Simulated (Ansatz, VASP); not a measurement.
# SiO2 in VASP and in Ansatz

INCAR

```
  PREC = Accurate
  ENCUT = 520
  EDIFF = 1E-6
  ISMEAR = 0
  SIGMA = 0.05
  LREAL = False
  LASPH = True
  NELM = 60
  ALGO = Normal
  ISIF = 2
  LWAVE = False
  LCHARG = False
  GGA = PE
  NBANDS = 25
```

Contents of KPOINTS:

```
Automatic mesh
0
Gamma
  6 6 8
```

Contents of POSCAR:

```
SiO2
1.0
    4.2358788249      0.0000000000      0.0000000000
    0.0000000000      4.2358788249      0.0000000000
    0.0000000000      0.0000000000      2.3670000000
Si O
2 4
Direct
    0.5000000000      0.5000000000      0.5000000000
    0.0000000000      0.0000000000      0.0000000000
    0.6930127928      0.6930127928      0.0000000000
    0.1930127928      0.8069872072      0.5000000000
    0.3069872072      0.3069872072      0.0000000000
    0.8069872072      0.1930127928      0.5000000000
```

Input for Ansatz:

```yaml
crystal:
  lattice:
    - [4.2358788249, 0.0, 0.0]
    - [0.0, 4.2358788249, 0.0]
    - [0.0, 0.0, 2.367]
  atoms:
    - { symbol: Si, position: [0.5, 0.5, 0.5] }
    - { symbol: Si, position: [0.0, 0.0, 0.0] }
    - { symbol: O, position: [0.6930127928, 0.6930127928, 0.0] }
    - { symbol: O, position: [0.1930127928, 0.8069872072, 0.5] }
    - { symbol: O, position: [0.3069872072, 0.3069872072, 0.0] }
    - { symbol: O, position: [0.8069872072, 0.1930127928, 0.5] }
basis:
  ecutwfc: 520.0
kpoints:
  mp_grid: { grid: [6, 6, 8] }
hamiltonian:
  xc: pbe
  pseudopotentials: { kind: paw, azcp: { folder: soft_1 } }
scf:
  occupations: { method: gaussian, width: 0.05 }
output:
  forces: true
  stress: true
  eigenvalues: true
```

Alike in both runs: task single point; functional PBE; k mesh 6 × 6 × 8; occupations gaussian, width 0.05 eV; no spin polarisation.

|  | VASP | Ansatz |
| --- | --- | --- |
| version | VASP 6.6.1 | Ansatz 0.2.0 |
| potentials or method | VASP PAW PBE potentials, release 64 (Si, O), cutoff 520 eV | scalar-relativistic, plane waves, PAW |
| valence electrons in the cell | 32 | 32 |

|  | VASP | Ansatz | Ansatz less VASP |
| --- | --- | --- | --- |
| gap on the k mesh at the Fermi level (eV) | 7.44 | 7.47 | +0.028 |
| least direct gap on the mesh (eV) | 7.44 | 7.47 | +0.028 |
| rms of the force components (eV/Å) | 0.375 | 0.339 | -0.0359 |

Atom by atom the forces differ by 0.036 eV/Å (rms over components).
